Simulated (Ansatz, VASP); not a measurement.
VCd2 in VASP and in Ansatz

Contents of INCAR:

```
SYSTEM = VCd2
PREC = Accurate
ENCUT = 600
EDIFF = 1E-7
ISMEAR = 0
SIGMA = 0.1
LREAL = .False.
LASPH = .True.
NELM = 150
ALGO = Normal
ISIF = 3
LWAVE = .False.
LCHARG = .False.
ISPIN = 2
MAGMOM = 2.64 0 0
LORBIT = 11
LMAXMIX = 4
GGA = PE
IBRION = 2
NSW = 90
EDIFFG = -0.04
```

File KPOINTS:

```
Automatic mesh
0
Gamma
  6 6 6
  0 0 0
```

The input POSCAR:

```
VCd2
1.0
    0.0000000000      3.0957906954      3.0957906954
    3.0957906954      0.0000000000      3.0957906954
    3.0957906954      3.0957906954      0.0000000000
V Cd
1 2
Direct
    0.0000000000      0.0000000000      0.0000000000
    0.2500000000      0.2500000000      0.2500000000
    0.7500000000      0.7500000000      0.7500000000
```

Input for Ansatz:

```yaml
crystal:
  lattice:
    - [0.0, 3.0957906954, 3.0957906954]
    - [3.0957906954, 0.0, 3.0957906954]
    - [3.0957906954, 3.0957906954, 0.0]
  atoms:
    - { symbol: V, position: [0.0, 0.0, 0.0], spin: 2.64 }
    - { symbol: Cd, position: [0.25, 0.25, 0.25] }
    - { symbol: Cd, position: [0.75, 0.75, 0.75] }
basis:
  ecutwfc: 420
kpoints:
  mp_grid: { grid: [6, 6, 6] }
hamiltonian:
  xc: pbe
scf:
  occupations: { method: gaussian, width: 0.1 }
  lower_state_search: "off"
output:
  forces: true
  stress: true
  eigenvalues: true
  populations: true
magnetization:
  spin_polarized: true
relax:
  adjacent_minimum: "off"
  f_tol: 0.04
  max_steps: 70
  cell: { stress_tol: 0.4 }
```

Alike in both runs: task relaxation of cell and atoms; functional PBE; k mesh 6 × 6 × 6; occupations gaussian, width 0.1 eV; collinear spin.

|  | VASP | Ansatz |
| --- | --- | --- |
| version | VASP 6.6.1 | Ansatz 0.2.0 |
| potentials or method | VASP PAW PBE potentials, release 64 (V_sv, Cd), cutoff 600 eV | scalar-relativistic, plane waves, PAW |
| valence electrons in the cell | 37 | 53 |

```csv
,VASP,Ansatz,Ansatz less VASP
"gap on the k mesh at the Fermi level, each at its own relaxed structure (eV)",none,none,-
net moment per atom (μB),1.20,1.20,-0.006
size of the moment on the site where the two differ most (μB),2.81,2.82,+0.014
relaxed volume (Å³/atom),24.29,24.09,-0.202
relaxed cell length with the largest relative difference (Å),4.689,4.676,-0.0130
```

Site moments also hang on the region over which each program counts them. A gap of «none» marks a metal or a gap that the smearing closes. VASP's potentials hold 37 valence electrons a cell and Ansatz's 53, so a difference there can come from the potentials and not from the codes.

Noted on VASP's run: the volume moved by over 15 % at a fixed basis, so the end points are rough.
